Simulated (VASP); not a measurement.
# AgCl (I4mm) in VASP: a series of runs, part 2 of 2

VASP 6.6.1. Earlier steps stand in the parts before.

## (3) Single point, PBE

INCAR reads:

```
PREC = Accurate ; ENCUT = 520
EDIFF = 1E-6 ; ISMEAR = 0
SIGMA = 0.05 ; LREAL = F
LASPH = T ; NELM = 100
ALGO = Normal ; ISIF = 2
LWAVE = F ; LCHARG = F
GGA = PE ; NBANDS = 16
```

KPOINTS reads:

```
regular mesh
0
Gamma
  8 8 8
```

POSCAR reads:

```
AgCl
1.0
    0.0000000000      2.7731500000      2.7731500000
    2.7731500000      0.0000000000      2.7731500000
    2.7731500000      2.7731500000      0.0000000000
Ag Cl
1 1
Direct
    0.4864774715      0.4864774715      0.5135225285
    0.0000000000      0.0000000000      0.0000000000
```

Potentials or basis: VASP PAW PBE potentials, release 64 (Ag, Cl).

Run with:

```sh
> cat potpaw_PBE.64/Ag/POTCAR potpaw_PBE.64/Cl/POTCAR > POTCAR
> mpirun -np 1 vasp_std > vasp.out
```

OUTCAR:

```text
PREC = Accurate
   ENCUT = 520
   EDIFF = 1E-6
   ISMEAR = 0
   LREAL = F
   LASPH = T
   NELM = 100
   ISIF = 2
   GGA = PE

 ion  position               nearest neighbor table
   1  0.486  0.486  0.514-   2 2.70   2 2.77   2 2.77   2 2.77   2 2.77   2 2.85
   2  0.000  0.000  0.000-   1 2.70   1 2.77   1 2.77   1 2.77   1 2.77   1 2.85

  LATTYP: Found a face centered cubic cell.
 ALAT       =     5.5463000000

  Lattice vectors:

[... 641 lines left out ...]

 [... further k-points ...]

------------------------ aborting loop because EDIFF is reached ----------------------------------------

  FORCE on cell =-STRESS in cart. coord.  units (eV):
  Direction    XX          YY          ZZ          XY          YZ          ZX
  --------------------------------------------------------------------------------------
  -------------------------------------------------------------------------------------
  Total        0.3921379      0.3921379      0.4626311      0.0000000      0.0000000      0.0000000
  in kB       14.7298841     14.7298841     17.3778199      0.0000000      0.0000000      0.0000000
  external PRESSURE =      15.6125294 kB  Pullay stress =       0.0000000 kB

 VOLUME and BASIS-vectors are now :
 -----------------------------------------------------------------------------
  energy-cutoff  :      520.00
  volume of cell :       42.65
      direct lattice vectors                 reciprocal lattice vectors
     0.000000000  2.773150000  2.773150000    -0.180300380  0.180300380  0.180300380
     2.773150000  0.000000000  2.773150000     0.180300380 -0.180300380  0.180300380
     2.773150000  2.773150000  0.000000000     0.180300380  0.180300380 -0.180300380

 POSITION                                       TOTAL-FORCE (eV/Angst)
 -----------------------------------------------------------------------------------
      2.77315      2.77315      2.69815         0.000000      0.000000      0.087651
      0.00000      0.00000      0.00000         0.000000      0.000000     -0.087651
 -----------------------------------------------------------------------------------
    total drift:                               -0.000000     -0.000000     -0.000085

  FREE ENERGIE OF THE ION-ELECTRON SYSTEM (eV)
  ---------------------------------------------------
  free  energy   TOTEN  =        -5.3912076235 eV

  energy  without entropy=       -5.3912076235  energy(sigma->0) =       -5.39120762
```

OSZICAR:

```text
N       E                     dE             d eps       ncg     rms          rms(c)
DAV:   1     0.912330027792E+02    0.91233E+02   -0.85801E+03  1888   0.102E+03
DAV:   2    -0.265209382638E+01   -0.93885E+02   -0.85909E+02  2368   0.216E+02
DAV:   3    -0.556009008622E+01   -0.29080E+01   -0.28999E+01  2296   0.391E+01
DAV:   4    -0.557478009624E+01   -0.14690E-01   -0.14688E-01  2496   0.317E+00
DAV:   5    -0.557493855403E+01   -0.15846E-03   -0.15846E-03  2240   0.328E-01    0.619E+00
DAV:   6    -0.539574994539E+01    0.17919E+00   -0.24671E-01  2472   0.645E+00    0.401E+00
DAV:   7    -0.539175572842E+01    0.39942E-02   -0.96401E-02  2312   0.206E+00    0.198E+00
DAV:   8    -0.539106212232E+01    0.69361E-03   -0.46382E-03  2240   0.702E-01    0.311E-01
DAV:   9    -0.539113887743E+01   -0.76755E-04   -0.49987E-04  2360   0.278E-01    0.386E-02
DAV:  10    -0.539120353281E+01   -0.64655E-04   -0.91980E-05  2304   0.850E-02    0.293E-02
DAV:  11    -0.539120752683E+01   -0.39940E-05   -0.46135E-06  2424   0.152E-02    0.352E-03
DAV:  12    -0.539120762353E+01   -0.96701E-07   -0.46813E-07  1480   0.538E-03
   1 F= -.53912076E+01 E0= -.53912076E+01  d E =-.672127E-15
```

stdout:

```text
POSCAR found type information on POSCAR AgCl
 POSCAR found :  2 types and       2 ions
 scaLAPACK will be used
 LDA part: xc-table for (Slater+PW92), standard interpolation
 POSCAR, INCAR and KPOINTS ok, starting setup
 FFT: planning ... GRIDC
 FFT: planning ... GRID_SOFT
 FFT: planning ... GRID
 WAVECAR not read
 entering main loop
```

It took 23 s on 1 thread of AMD EPYC 7R13 (Zen 3), shared host; peak memory 0.16 GiB.

Results:

```yaml
Free_energy: -5.3912 eV
Pressure: 1.6 GPa
Largest_force: 0.088 eV/Å
Band_gap_on_the_k_mesh: 0.92 eV, indirect (least direct gap 2.99 eV)
```

Forces on the atoms (eV/Å):
```
Ag   0.000  0.000  0.088
Cl   0.000  0.000 -0.088
```

Caveat: the cell differs from its parent crystal (all Ag atoms moved +0.075 Å, as atom 1 towards its neighbour atom 2 (Cl) at 2.773 Å).

## (4) Single point, PBE

INCAR reads:

```
PREC = Accurate
ENCUT = 520
EDIFF = 1E-6
ISMEAR = 0
SIGMA = 0.05
LREAL = F
LASPH = T
NELM = 100
ALGO = Normal
ISIF = 2
LWAVE = F
LCHARG = F
GGA = PE
NBANDS = 16
```

KPOINTS is that of step 3.

POSCAR, as its differences from that of step 3:

```diff
@@ -8,3 +8,3 @@
 Direct
-    0.4864774715      0.4864774715      0.5135225285
+    0.5090150190      0.5090150190      0.4909849810
     0.0000000000      0.0000000000      0.0000000000
```

Run with:

```sh
> cat potpaw_PBE.64/Ag/POTCAR potpaw_PBE.64/Cl/POTCAR > POTCAR
> mpirun -np 1 vasp_std > vasp.out
```

It took 23 s on 1 thread of AMD EPYC 7R13 (Zen 3), shared host; peak memory 0.16 GiB.

The run converged. Its results:

| Item | Value |
| --- | --- |
| Free energy | -5.3930 eV |
| Pressure | 1.5 GPa |
| Largest force | 0.057 eV/Å |
| Band gap on the k mesh | 0.91 eV, indirect (least direct gap 3.08 eV) |

Forces in eV/Å, atoms in the order of the input:
```
Ag   0.000  0.000 -0.057
Cl   0.000  0.000  0.057
```

Stress tensor (GPa, compression positive):
```
1.47 0.00 0.00
0.00 1.47 0.00
0.00 0.00 1.59
```

Levels at points of the mesh, in eV from the valence-band top:
| k point | band 6 | band 7 | band 8 | band 9 | band 10 | band 11 | band 12 | band 13 |
| --- | --- | --- | --- | --- | --- | --- | --- | --- |
| (0.00, 0.00, 0.00) | -2.40 | -2.26 | -2.26 | -2.17 | 0.91 | 10.85 | 10.85 | 10.85 |
| (0.50, 0.00, 0.00) | -2.07 | -1.76 | 0.00 | 0.00 | 4.25 | 6.53 | 7.68 | 7.68 |
| (0.50, 0.50, 0.00) | -2.21 | -1.95 | -1.95 | -1.87 | 2.39 | 8.03 | 8.64 | 11.52 |
| (0.00, 0.50, 0.50) | -2.19 | -1.95 | -1.95 | -1.87 | 2.39 | 8.02 | 8.64 | 11.52 |

Caveat: the cell differs from its parent crystal (all Ag atoms moved -0.050 Å, as atom 1 towards its neighbour atom 2 (Cl) at 2.773 Å). A k mesh can miss the band edges.

## (5) Single point, PBE

INCAR reads:

```
PREC     = Accurate       # precision mode
ENCUT    = 520            # plane-wave cutoff, eV
EDIFF    = 1E-6           # SCF threshold, eV
ISMEAR   = 0              # smearing method
SIGMA    = 0.05           # smearing width, eV
LREAL    = F              # projectors in reciprocal space
LASPH    = T              # aspherical terms in the spheres
NELM     = 60             # most SCF steps
ALGO     = Normal         # electronic algorithm
ISIF     = 2              # what is computed and relaxed
LWAVE    = F              # write WAVECAR
LCHARG   = F              # write CHGCAR
GGA      = PE             # functional
NBANDS   = 16             # bands
```

KPOINTS reads:

```
Automatic mesh
0
Gamma
  8 8 8
```

POSCAR, as its differences from that of step 4:

```diff
@@ -8,3 +8,3 @@
 Direct
-    0.5090150190      0.5090150190      0.4909849810
+    0.4954924905      0.4954924905      0.5045075095
     0.0000000000      0.0000000000      0.0000000000
```

Run with:

```sh
> cat potpaw_PBE.64/Ag/POTCAR potpaw_PBE.64/Cl/POTCAR > POTCAR
> mpirun -np 1 vasp_std > vasp.out
```

Run time: 23 s. Hardware: 1 thread of AMD EPYC 7R13 (Zen 3), shared host; peak memory 0.16 GiB.

Results (log left out):

```yaml
Free_energy: -5.3941 eV
Pressure: 1.5 GPa
Largest_force: 0.028 eV/Å
Band_gap_on_the_k_mesh: 0.91 eV, indirect (least direct gap 3.17 eV)
```

Forces in eV/Å, atoms in the order of the input:
```
Ag   0.000  0.000  0.028
Cl   0.000  0.000 -0.028
```

Levels at points of the mesh, in eV from the valence-band top:
```
           k point  band 7  band 8  band 9  band 10  band 11  band 12
(0.00, 0.00, 0.00)   -2.30   -2.30   -2.26     0.91    10.85    10.85
(0.50, 0.00, 0.00)   -1.76    0.00    0.00     4.25     6.53     7.67
(0.50, 0.50, 0.00)   -1.95   -1.95   -1.87     2.38     8.03     8.64
(0.00, 0.50, 0.50)   -1.95   -1.95   -1.87     2.38     8.02     8.63
```

Caveat: the cell differs from its parent crystal (all Ag atoms moved +0.025 Å, as atom 1 towards its neighbour atom 2 (Cl) at 2.773 Å). A k mesh can miss the band edges.

## (6) Single point, PBE

INCAR reads:

```
SYSTEM = AgCl
  ALGO = Normal
  EDIFF = 1E-6
  ENCUT = 520
  GGA = PE
  ISIF = 2
  ISMEAR = 0
  LASPH = .TRUE.
  LCHARG = .FALSE.
  LREAL = .FALSE.
  LWAVE = .FALSE.
  NBANDS = 16
  NELM = 100
  PREC = Accurate
  SIGMA = 0.05
```

KPOINTS reads:

```
k-points
0
G
  8 8 8
  0 0 0
```

POSCAR, as its differences from that of step 5:

```diff
@@ -8,3 +8,3 @@
 Direct
-    0.4954924905      0.4954924905      0.5045075095
+    0.4842237167      0.4842237167      0.5157762833
     0.0000000000      0.0000000000      0.0000000000
```

Potentials or basis: VASP PAW PBE potentials, release 64 (Ag, Cl).

Run with:

```sh
> cat potpaw_PBE.64/Ag/POTCAR potpaw_PBE.64/Cl/POTCAR > POTCAR
> mpirun -np 1 vasp_std > vasp.out
```

Wall time 23 s (1 thread of AMD EPYC 7R13 (Zen 3), shared host); peak memory 0.16 GiB.

Results (log left out):

* Free energy: -5.3900 eV
* Pressure: 1.6 GPa
* Largest force: 0.104 eV/Å
* Band gap on the k mesh: 0.92 eV, indirect (least direct gap 2.94 eV)

Forces in eV/Å, atoms in the order of the input:
```
Ag   0.000  0.000  0.104
Cl   0.000  0.000 -0.104
```

Stress tensor (GPa, compression positive):
```
1.47 0.00 0.00
0.00 1.47 0.00
0.00 0.00 1.84
```

Levels at points of the mesh, in eV from the valence-band top:
| k point | band 6 | band 7 | band 8 | band 9 | band 10 | band 11 | band 12 | band 13 |
| --- | --- | --- | --- | --- | --- | --- | --- | --- |
| (0.00, 0.00, 0.00) | -2.39 | -2.18 | -2.18 | -2.02 | 0.92 | 10.83 | 10.83 | 10.83 |
| (0.50, 0.00, 0.00) | -2.07 | -1.76 | 0.00 | 0.00 | 4.26 | 6.54 | 7.69 | 7.71 |
| (0.50, 0.50, 0.00) | -2.20 | -1.95 | -1.95 | -1.87 | 2.40 | 8.03 | 8.66 | 11.52 |
| (0.00, 0.50, 0.50) | -2.14 | -1.95 | -1.95 | -1.86 | 2.40 | 8.00 | 8.64 | 11.55 |

Caveat: the cell differs from its parent crystal (all Ag atoms moved +0.087 Å, as atom 1 towards its neighbour atom 2 (Cl) at 2.773 Å). A k mesh can miss the band edges.
